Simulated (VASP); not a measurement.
# Mo: single point with PBE

The system is Mo.

```
Mo
1.0
    -1.63399    1.63399    1.63399
     1.63399   -1.63399    1.63399
     1.63399    1.63399   -1.63399
Mo
1
Direct
  0.00000 0.00000 0.00000
```

| Quantity | Value |
| --- | --- |
| Program | VASP 6.6.1 |
| Task | single point |
| Functional | PBE |
| Potentials or basis | VASP PAW PBE potentials, release 64 (Mo_sv) |
| Cutoff | 520 eV |
| k mesh | 13 × 13 × 13 |
| Occupations | methfessel-paxton, width 0.1 eV |
| Spin | no spin polarisation |
| Dipole correction | no |
| Further INCAR settings | ALGO = Normal; EDIFF = 1e-06; NBANDS = 13 |

```
Pressure               : -20.5 GPa
Band gap on the k mesh : zero (band 7 reaches 13.96 eV, above the bottom of band 8 at 9.71 eV)
```

Levels at points of the mesh, in eV from the Fermi level:
| k point | band 5 | band 6 | band 7 | band 8 | band 9 | band 10 |
| --- | --- | --- | --- | --- | --- | --- |
| (0.00, 0.00, 0.00) | -6.94 | -1.28 | -1.28 | -1.28 | 1.36 | 1.36 |

Run time: 11 s on 1 thread of Intel Xeon 6975P-C, with other jobs on the host, peak memory 0.15 GiB.
